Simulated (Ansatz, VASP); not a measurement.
# One calculation of Zn3GeN, two programs

File INCAR:

```
PREC     = Accurate       # precision mode
ENCUT    = 600            # plane-wave cutoff, eV
EDIFF    = 1E-6           # SCF threshold, eV
ISMEAR   = 0              # smearing method
SIGMA    = 0.1            # smearing width, eV
LREAL    = F              # projectors in reciprocal space
LASPH    = T              # aspherical terms in the spheres
NELM     = 60             # most SCF steps
ALGO     = Fast           # electronic algorithm
ISIF     = 3              # what is computed and relaxed
LWAVE    = F              # write WAVECAR
LCHARG   = F              # write CHGCAR
GGA      = PE             # functional
IBRION   = 2              # ionic algorithm
NSW      = 100            # ionic steps
EDIFFG   = -0.01          # ionic threshold
```

Contents of KPOINTS:

```
Automatic mesh
0
Gamma
  10 10 10
```

POSCAR

```
Zn3GeN
1.0
    4.1947155745      0.0000000000      0.0000000000
    0.0000000000      4.1947155745      0.0000000000
    0.0000000000      0.0000000000      4.1947155745
Zn Ge N
3 1 1
Direct
    0.5000000000      0.5000000000      0.0000000000
    0.5000000000      0.0000000000      0.5000000000
    0.0000000000      0.5000000000      0.5000000000
    0.0000000000      0.0000000000      0.0000000000
    0.5000000000      0.5000000000      0.5000000000
```

Input for Ansatz:

```yaml
crystal:
  lattice:
    - [4.1947155745, 0.0, 0.0]
    - [0.0, 4.1947155745, 0.0]
    - [0.0, 0.0, 4.1947155745]
  atoms:
    - { symbol: Zn, position: [0.5, 0.5, 0.0] }
    - { symbol: Zn, position: [0.5, 0.0, 0.5] }
    - { symbol: Zn, position: [0.0, 0.5, 0.5] }
    - { symbol: Ge, position: [0.0, 0.0, 0.0] }
    - { symbol: "N", position: [0.5, 0.5, 0.5] }
basis:
  ecutwfc: 420
kpoints:
  mp_grid: { grid: [10, 10, 10] }
hamiltonian:
  xc: pbe
scf:
  occupations: { method: gaussian, width: 0.1 }
output:
  forces: true
  stress: true
  eigenvalues: true
  write_density: true
  write_potential: true
  elf: true
  volumetric_format: npy
relax:
  adjacent_minimum: "off"
  f_tol: 0.01
  max_steps: 80
  cell: { stress_tol: 0.05 }
```

Change from the starting cell: species swapped into the La3AlC type (Pm-3m, No. 221).

Alike in both runs: task relaxation of cell and atoms; functional PBE; k mesh 10 × 10 × 10; occupations gaussian, width 0.1 eV; no spin polarisation.

```csv
,VASP,Ansatz
version,VASP 6.6.1,Ansatz 0.2.0
potentials or method,"VASP PAW PBE potentials, release 64 (Zn, Ge_d, N), cutoff 600 eV","scalar-relativistic, plane waves, PAW"
valence electrons in the cell,55,55
```

Ansatz gave:

- gap on the k mesh at the Fermi level, each at its own relaxed structure (eV): none
- relaxed volume (Å³/atom): 14.71
- relaxed length of the cell vector where the two differ most in proportion (Å): 4.189

Q: Estimate VASP's values.

A: gap on the k mesh at the Fermi level, each at its own relaxed structure (eV): none; relaxed volume (Å³/atom): 14.76; relaxed length of the cell vector where the two differ most in proportion (Å): 4.195.

A gap of «none» marks a metal or a gap that the smearing closes.

Noted on VASP's run: the relaxation stopped at its first step, so nothing moved.
